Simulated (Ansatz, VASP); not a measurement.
**HC6: VASP beside Ansatz**

The input INCAR:

```
SYSTEM = HC6
  PREC = Accurate
  ENCUT = 520
  EDIFF = 1E-6
  ISMEAR = 0
  SIGMA = 0.1
  LREAL = .FALSE.
  LASPH = .TRUE.
  NELM = 100
  ALGO = Normal
  ISIF = 2
  LWAVE = .FALSE.
  LCHARG = .TRUE.
  LDIPOL = .TRUE.
  IDIPOL = 3
  DIPOL = 0.5 0.5 0.315
  GGA = CA
  LELF = .TRUE.
  LVHAR = .TRUE.
  LVACPOTAV = .TRUE.
  NBANDS = 38
```

Contents of KPOINTS:

```
regular mesh
0
G
  6 3 1
  0 0 0
```

The input POSCAR:

```
HC6
1.0
    4.8889075235      0.0000000000      0.0000000000
   -1.2222268809      8.7842777898      0.0000000000
    0.0000000000      0.0000000000     22.7472999250
C H
12 2
Direct
    0.0193593843      0.0774375370      0.1758450459
    0.5193593842      0.0774375370      0.1758450459
    0.2741992303      0.0967969212      0.2059521363
    0.7741992303      0.0967969212      0.2059521363
    0.2838789224      0.1355156897      0.2661663168
    0.7838789224      0.1355156897      0.2661663168
    0.0386178296      0.1544718076      0.2954947895
    0.5386178296      0.1544718076      0.2954947895
    0.0488209147      0.1952857701      0.3583563417
    0.5488209147      0.1952857701      0.3583563417
    0.3031079910      0.2124325380      0.3845423393
    0.8031079910      0.2124325380      0.3845423393
    0.0488209147      0.1586408620      0.5164261237
    0.0488209147      0.2319306782      0.5164261237
```

Input for Ansatz:

```yaml
crystal:
  lattice:
    - [4.8889075235, 0.0, 0.0]
    - [-1.2222268809, 8.7842777898, 0.0]
    - [0.0, 0.0, 22.747299925]
  atoms:
    - { symbol: C, position: [0.0193593843, 0.077437537, 0.1758450459] }
    - { symbol: C, position: [0.5193593842, 0.077437537, 0.1758450459] }
    - { symbol: C, position: [0.2741992303, 0.0967969212, 0.2059521363] }
    - { symbol: C, position: [0.7741992303, 0.0967969212, 0.2059521363] }
    - { symbol: C, position: [0.2838789224, 0.1355156897, 0.2661663168] }
    - { symbol: C, position: [0.7838789224, 0.1355156897, 0.2661663168] }
    - { symbol: C, position: [0.0386178296, 0.1544718076, 0.2954947895] }
    - { symbol: C, position: [0.5386178296, 0.1544718076, 0.2954947895] }
    - { symbol: C, position: [0.0488209147, 0.1952857701, 0.3583563417] }
    - { symbol: C, position: [0.5488209147, 0.1952857701, 0.3583563417] }
    - { symbol: C, position: [0.303107991, 0.212432538, 0.3845423393] }
    - { symbol: C, position: [0.803107991, 0.212432538, 0.3845423393] }
    - { symbol: H, position: [0.0488209147, 0.158640862, 0.5164261237] }
    - { symbol: H, position: [0.0488209147, 0.2319306782, 0.5164261237] }
basis:
  ecutwfc: 420
kpoints:
  mp_grid: { grid: [6, 3, 1] }
hamiltonian:
  xc: lda
  pseudopotentials: { kind: paw, azcp: { folder: soft_1 } }
scf:
  occupations: { method: gaussian, width: 0.1 }
output:
  forces: true
  eigenvalues: true
efield:
  axis: 3
  dipole_correction: true
  ramp_width: 0.04
```

Alike in both runs: task single point; functional LDA; k mesh 6 × 3 × 1; occupations gaussian, width 0.1 eV; no spin polarisation.

|  | VASP | Ansatz |
| --- | --- | --- |
| version | VASP 6.6.1 | Ansatz 0.2.0 |
| potentials or method | VASP PAW LDA potentials, release 64 (C, H), cutoff 520 eV | scalar-relativistic, plane waves, PAW |
| valence electrons in the cell | 50 | 50 |

Ansatz gave:

- gap on the k mesh at the Fermi level (eV): 0.08
- least direct gap on the mesh (eV): 0.08
- rms of the force components (eV/Å): 1.509

Problem. Which values does VASP return?

Solution. gap on the k mesh at the Fermi level (eV): 0.09; least direct gap on the mesh (eV): 0.09; rms of the force components (eV/Å): 1.513.

Ansatz warns that its potentials were made for another functional, while VASP's fit it. LDA's correlation is that of Perdew and Zunger in VASP and of Perdew and Wang (1992) in Ansatz. Atom by atom the forces differ by 0.026 eV/Å (rms over components).
